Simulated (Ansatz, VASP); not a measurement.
## One calculation of NaF, two programs

File INCAR:

```
SYSTEM = NaF
  PREC = Accurate
  ENCUT = 520
  EDIFF = 1E-6
  ISMEAR = -1
  SIGMA = 0.02
  LREAL = .FALSE.
  LASPH = .TRUE.
  NELM = 80
  ALGO = Normal
  ISIF = 2
  LWAVE = .FALSE.
  LCHARG = .TRUE.
  GGA = PE
  LELF = .TRUE.
  LVHAR = .TRUE.
  NBANDS = 14
```

File KPOINTS:

```
regular mesh
0
G
  10 10 10
  0 0 0
```

Contents of POSCAR:

```
NaF
1.0
   -0.0430719017      2.2971680881      2.2971680881
    2.2971680881     -0.0430719017      2.2971680881
    2.2540961864      2.2540961864      0.0000000000
Na F
1 1
Direct
    0.0000000000      0.0000000000      0.0000000000
    0.5000000000      0.5000000000      0.5000000000
```

Input for Ansatz:

```yaml
crystal:
  lattice:
    - [-0.0430719017, 2.2971680881, 2.2971680881]
    - [2.2971680881, -0.0430719017, 2.2971680881]
    - [2.2540961864, 2.2540961864, 0.0]
  atoms:
    - { symbol: Na, position: [0.0, 0.0, 0.0] }
    - { symbol: F, position: [0.5, 0.5, 0.5] }
kpoints:
  mp_grid: { grid: [10, 10, 10] }
  band_path:
    path:
      - [0.0, 0.0, 0.0]
      - [0.5, 0.0, 0.5]
      - [0.625, 0.25, 0.625]
      - [0.375, 0.375, 0.75]
      - [0.5, 0.5, 0.5]
      - [0.5, 0.25, 0.75]
    npoints: 1
hamiltonian:
  xc: pbe
scf:
  occupations: { method: fermi_dirac, width: 0.02 }
  n_extra_bands: 4
output:
  forces: true
  stress: true
  eigenvalues: true
```

Change from the starting cell: shear_xy strain -3.8%.

Alike in both runs: task single point; functional PBE; k mesh 10 × 10 × 10; occupations fermi-dirac, width 0.02 eV; no spin polarisation.

```csv
,VASP,Ansatz
version,VASP 6.6.1,Ansatz 0.2.0
potentials or method,"VASP PAW PBE potentials, release 64 (Na_pv, F)","plane waves, PAW"
plane-wave cutoff (eV),520,420
valence electrons in the cell,14,16
```

Ansatz gave:

- gap on the k mesh at the Fermi level (eV): 6.40
- pressure (GPa): 3.6
- traceless stress, the component that is largest in VASP (GPa): 1.02

Problem. Which values does VASP return?

Solution. gap on the k mesh at the Fermi level (eV): 6.38; pressure (GPa): 3.5; traceless stress, the component that is largest in VASP (GPa): 1.01.

VASP's potentials hold 14 valence electrons a cell and Ansatz's 16, so a difference there can come from the potentials and not from the codes.
